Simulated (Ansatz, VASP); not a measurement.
**One calculation of CoO, two programs**

```
CELL_PARAMETERS angstrom
3.17618 0.00000 0.00000
-1.58809 2.75066 0.00000
0.00000 0.00000 5.19362
ATOMIC_POSITIONS crystal
Co 0.33333 0.66667 0.50336
Co 0.00000 0.00000 0.00347
O 0.33333 0.66667 0.87156
O 0.00000 0.00000 0.37161
```

Alike in both runs: task single point; functional LDA; k mesh 10 × 10 × 5; occupations fermi-dirac, width 0.05 eV; collinear spin.

|  | VASP | Ansatz |
| --- | --- | --- |
| version | VASP 6.6.1 | Ansatz 0.2.0 |
| potentials or method | VASP PAW LDA potentials, release 64 (Co, O) | Ansatz PAW |
| plane-wave cutoff (eV) | 520 | 420 |
| valence electrons in the cell | 30 | 46 |

```tsv
	VASP	Ansatz	Ansatz less VASP
gap on the k mesh at the Fermi level (eV)	none	none	-
pressure (GPa)	-14.9	-16.1	-1.19
traceless stress, the component that is largest in VASP (GPa)	3.32	2.07	-1.247
rms of the force components (eV/Å)	0.140	0.017	-0.1236
net moment per atom (μB)	1.25	0.00	-1.254
size of the moment on the site where the two differ most (μB)	2.16	1.93	-0.234
```

The net moments are unlike, so the other rows may belong to different states. LDA's correlation is that of Perdew and Zunger in VASP and of Perdew and Wang (1992) in Ansatz. Site moments also hang on the region over which each program counts them. Atom by atom the forces differ by 0.157 eV/Å (rms over components). A gap of «none» marks a metal or a gap that the smearing closes. VASP's potentials hold 30 valence electrons a cell and Ansatz's 46, so a difference there can come from the potentials and not from the codes.
